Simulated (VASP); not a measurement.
# C (P6_3/mmc) in VASP: further runs, part 2 of 2

VASP 6.6.1. Earlier steps stand in the parts before.

**3. Single point, PBE+D3(BJ)**

This run uses another cell than the first one, of 9.03 Å³/atom.

INCAR

```
SYSTEM = C
PREC = Accurate
ENCUT = 600
EDIFF = 1E-6
ISMEAR = 0
SIGMA = 0.1
LREAL = .FALSE.
LASPH = .TRUE.
NELM = 120
ALGO = Normal
ISIF = 2
LWAVE = .FALSE.
LCHARG = .FALSE.
GGA = PE
IVDW = 12
NBANDS = 36
GGA_COMPAT = .FALSE.
```

KPOINTS

```
Automatic mesh
0
G
  18 18 2
  0 0 0
```

POSCAR

```
C
1.0
    2.4648728224      0.0000000000      0.0000000000
   -1.2324364112      2.1346424813      0.0000000000
    0.0000000000      0.0000000000     20.5974875848
C
12
Direct
    0.6666666667      0.3333333333      0.5863312725
    0.6666666667      0.3333333333      0.0863515645
    0.6666666667      0.3333333333      0.4136484355
    0.6666666667      0.3333333333      0.9136687275
    0.0000000000      0.0000000000      0.2500000000
    0.3333333333      0.6666666667      0.9136484355
    0.0000000000      0.0000000000      0.7500000000
    0.6666666667      0.3333333333      0.2500000000
    0.3333333333      0.6666666667      0.4136687275
    0.3333333333      0.6666666667      0.7500000000
    0.3333333333      0.6666666667      0.0863312725
    0.3333333333      0.6666666667      0.5863515645
```

Potentials or basis: VASP PAW PBE potentials, release 64 (C).

Started as:

```
cat potpaw_PBE.64/C/POTCAR > POTCAR
mpirun -np 1 vasp_std > vasp.out
```

OUTCAR:

```text
SYSTEM = C
   PREC = Accurate
   ENCUT = 600
   EDIFF = 1E-6
   ISMEAR = 0
   LREAL = .FALSE.
   LASPH = .TRUE.
   NELM = 120
   ISIF = 2
   GGA = PE
   IVDW = 12
 IVDW          = 12

 ion  position               nearest neighbor table
   1  0.667  0.333  0.586-  12 1.42  12 1.42  12 1.42
   2  0.667  0.333  0.086-  11 1.42  11 1.42  11 1.42
   3  0.667  0.333  0.414-   9 1.42   9 1.42   9 1.42
   4  0.667  0.333  0.914-   6 1.42   6 1.42   6 1.42
[... 1173 lines left out ...]
  external pressure =        0.22 kB  Pullay stress =        0.00 kB

 VOLUME and BASIS-vectors are now :
 -----------------------------------------------------------------------------
  energy-cutoff  :      600.00
  volume of cell :      108.38
      direct lattice vectors                 reciprocal lattice vectors
     2.464872822  0.000000000  0.000000000     0.405700445  0.234231261  0.000000000
    -1.232436411  2.134642481  0.000000000     0.000000000  0.468462522  0.000000000
     0.000000000  0.000000000 20.597487585     0.000000000  0.000000000  0.048549611

 POSITION                                       TOTAL-FORCE (eV/Angst)
 -----------------------------------------------------------------------------------
      1.23244      0.71155     12.07695        -0.000000      0.000000     -0.000378
      1.23244      0.71155      1.77863        -0.000000     -0.000000     -0.000294
      1.23244      0.71155      8.52012        -0.000000     -0.000000      0.000294
      1.23244      0.71155     18.81928        -0.000000     -0.000000      0.000378
      0.00000      0.00000      5.14937        -0.000000     -0.000000      0.000000
     -0.00000      1.42309     18.81886         0.000000      0.000000      0.000294
      0.00000      0.00000     15.44812         0.000000      0.000000      0.000000
      1.23244      0.71155      5.14937        -0.000000      0.000000      0.000000
     -0.00000      1.42309      8.52054         0.000000     -0.000000      0.000378
     -0.00000      1.42309     15.44812         0.000000     -0.000000      0.000000
     -0.00000      1.42309      1.77821        -0.000000      0.000000     -0.000378
     -0.00000      1.42309     12.07737         0.000000      0.000000     -0.000294
 -----------------------------------------------------------------------------------
    total drift:                                0.000000     -0.000000      0.000000

  FREE ENERGIE OF THE ION-ELECTRON SYSTEM (eV)
  ---------------------------------------------------
  free  energy   TOTEN  =      -112.4042748958 eV

  energy  without entropy=     -112.4028786082  energy(sigma->0) =     -112.40357675
```

OSZICAR:

```text
N       E                     dE             d eps       ncg     rms          rms(c)
DAV:   1     0.197408131091E+03    0.19741E+03   -0.26216E+04  5328   0.139E+03
DAV:   2    -0.101919895410E+03   -0.29933E+03   -0.28166E+03  7060   0.274E+02
DAV:   3    -0.117475392762E+03   -0.15555E+02   -0.15406E+02  6580   0.601E+01
DAV:   4    -0.117720998058E+03   -0.24561E+00   -0.24512E+00  6780   0.860E+00
DAV:   5    -0.117727747769E+03   -0.67497E-02   -0.67458E-02  6812   0.136E+00    0.154E+01
DAV:   6    -0.112292883305E+03    0.54349E+01   -0.53278E+00  6300   0.930E+00    0.901E+00
DAV:   7    -0.110560254892E+03    0.17326E+01   -0.64119E+00  6296   0.103E+01    0.235E+00
DAV:   8    -0.110577413132E+03   -0.17158E-01   -0.23882E-01  6184   0.195E+00    0.197E-01
DAV:   9    -0.110577360555E+03    0.52577E-04   -0.51433E-03  6844   0.339E-01    0.101E-01
DAV:  10    -0.110577979952E+03   -0.61940E-03   -0.69842E-04  6516   0.127E-01    0.499E-02
DAV:  11    -0.110578052234E+03   -0.72282E-04   -0.78478E-05  6892   0.445E-02    0.120E-02
DAV:  12    -0.110578053276E+03   -0.10418E-05   -0.61700E-06  6852   0.155E-02    0.480E-03
DAV:  13    -0.110578053681E+03   -0.40547E-06   -0.15618E-06  5348   0.700E-03
   1 F= -.11240427E+03 E0= -.11240358E+03  d E =-.139629E-02
```

stdout:

```text
POSCAR found type information on POSCAR C
 POSCAR found :  1 types and      12 ions
 scaLAPACK will be used
 LDA part: xc-table for (Slater+PW92), standard interpolation
 POSCAR, INCAR and KPOINTS ok, starting setup
 FFT: planning ... GRIDC
 FFT: planning ... GRID_SOFT
 FFT: planning ... GRID
 WAVECAR not read
 entering main loop
```

Run time: 7.9 min. Hardware: 1 thread of Intel Xeon 8259CL, shared host; peak memory 0.4 GiB.

Results:

- Free energy: -112.4043 eV
- Pressure: 0.0 GPa
- Band gap on the k mesh: zero (filled and empty bands touch)
- Dispersion energy per atom: -0.152 eV

**4. Single point, PBE+D3(BJ)**

This run uses another cell than the first one, of 9.03 Å³/atom.

INCAR

```
ALGO = Normal
EDIFF = 1E-6
ENCUT = 600
GGA = PE
GGA_COMPAT = False
ISIF = 2
ISMEAR = 0
IVDW = 12
LASPH = True
LCHARG = False
LREAL = False
LWAVE = False
NBANDS = 36
NELM = 120
PREC = Accurate
SIGMA = 0.1
```

KPOINTS

```
k-points
0
Gamma
  18 18 2
```

POSCAR is that of step 3.

Started as:

```
cat potpaw_PBE.64/C/POTCAR > POTCAR
mpirun -np 1 vasp_std > vasp.out
```

Run time: 7 min. Hardware: 1 thread of Intel Xeon 8259CL, shared host; peak memory 0.4 GiB.

Results (log left out):

* Free energy: -112.4043 eV
* Pressure: 0.0 GPa
* Band gap on the k mesh: zero (filled and empty bands touch)
* Dispersion energy per atom: -0.152 eV

Stress tensor (GPa, compression positive):
```
 0.19  0.00  0.00
 0.00  0.19  0.00
 0.00  0.00 -0.31
```

Levels at points of the mesh, in eV from the Fermi level:
```
           k point  band 21  band 22  band 23  band 24  band 25  band 26  band 27  band 28
(0.00, 0.00, 0.00)    -3.00    -3.00    -3.00    -3.00     4.11     5.15     5.45     7.86
(0.50, 0.00, 0.00)    -2.54    -2.24    -2.10    -1.98     1.32     1.35     1.61     1.88
(0.00, 0.00, 0.50)    -3.00    -3.00    -3.00    -3.00     4.42     4.42     6.58     6.58
(0.50, 0.00, 0.50)    -2.37    -2.37    -2.02    -2.02     1.33     1.33     1.72     1.72
```
